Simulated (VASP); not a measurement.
Set up this calculation in VASP 6.6.1, as the native input.

* Task: density of states
* Functional: PBEsol
* Potentials or basis: VASP PAW PBE potentials, release 64 (Pd)
* Cutoff: 520 eV
* k mesh: 7 × 7 × 7
* Occupations: fermi-dirac, width 0.05 eV
* Spin: no spin polarisation
* Dipole correction: no
* k mesh for the DOS: 11 × 11 × 11
* Occupations for the DOS: tetrahedron
* Further INCAR settings: ALGO = Normal; EDIFF = 1e-06

Crystal: Pd.

```
CELL_PARAMETERS angstrom
0.00000 1.94650 1.94650
1.94650 0.00000 1.94650
1.94650 1.94650 0.00000
ATOMIC_POSITIONS crystal
Pd 0.00000 0.00000 0.00000
```

The input as run:

POSCAR

```
Pd
1.0
    0.0000000000      1.9465000000      1.9465000000
    1.9465000000      0.0000000000      1.9465000000
    1.9465000000      1.9465000000      0.0000000000
Pd
1
Direct
    0.0000000000      0.0000000000      0.0000000000
```

INCAR.step1

```
ALGO = Normal
EDIFF = 1E-6
ENCUT = 520
GGA = PS
ISIF = 2
ISMEAR = -1
LASPH = True
LCHARG = True
LMAXMIX = 4
LREAL = False
LWAVE = False
NBANDS = 11
NELM = 80
PREC = Accurate
SIGMA = 0.05
```

KPOINTS.step1

```
k-points
0
Gamma
  7 7 7
```

INCAR.step2

```
ALGO = Normal
EDIFF = 1E-6
ENCUT = 520
GGA = PS
ICHARG = 11
ISIF = 2
ISMEAR = -5
LASPH = True
LCHARG = False
LMAXMIX = 4
LORBIT = 10
LREAL = False
LWAVE = False
NEDOS = 2001
NELM = 80
PREC = Accurate
SIGMA = 0.05
```

KPOINTS.step2

```
k-points
0
Gamma
  11 11 11
```

Potentials or basis: VASP PAW PBE potentials, release 64 (Pd).

The run is started by

```bash
$ cat potpaw_PBE.64/Pd/POTCAR > POTCAR
$ cp INCAR.step1 INCAR
$ cp KPOINTS.step1 KPOINTS
$ mpirun -np 1 vasp_std > vasp.out
$ cp INCAR.step2 INCAR
$ cp KPOINTS.step2 KPOINTS
$ mpirun -np 1 vasp_std > vasp.out
```

Results of the run:

```yaml
Valence_electrons_inside_the_program's_atomic_spheres: Pd 9.43
```

Caveat: the k points lie up to 0.40 Å⁻¹ apart.

Run time: 14 s on 1 thread of Intel Xeon 8259CL, on a shared host, peak memory 0.13 GiB.
